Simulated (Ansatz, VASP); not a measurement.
## Na: VASP beside Ansatz

```
Na
1.0
    -2.09633    2.09633    2.11750
     2.09633   -2.09633    2.11750
     2.09633    2.09633   -2.11750
Na
1
Direct
  0.00000 0.00000 0.00000
```

Change from the starting cell: equal xx and yy strain of -1 %.

Alike in both runs: task single point; functional PBEsol; k mesh 11 × 11 × 11; occupations fermi-dirac, width 0.03 eV; no spin polarisation.

|  | VASP | Ansatz |
| --- | --- | --- |
| version | VASP 6.6.1 | Ansatz 0.2.0 |
| potentials or method | VASP PAW PBE potentials, release 64 (Na_pv), cutoff 520 eV | all-electron LAPW, scalar-relativistic |

|  | VASP | Ansatz | Ansatz less VASP |
| --- | --- | --- | --- |
| pressure (GPa) | -0.2 | -0.2 | 0.00 |

VASP's potentials were made for PBE, not for PBEsol. Ansatz ran all-electron here, and VASP with PAW potentials.
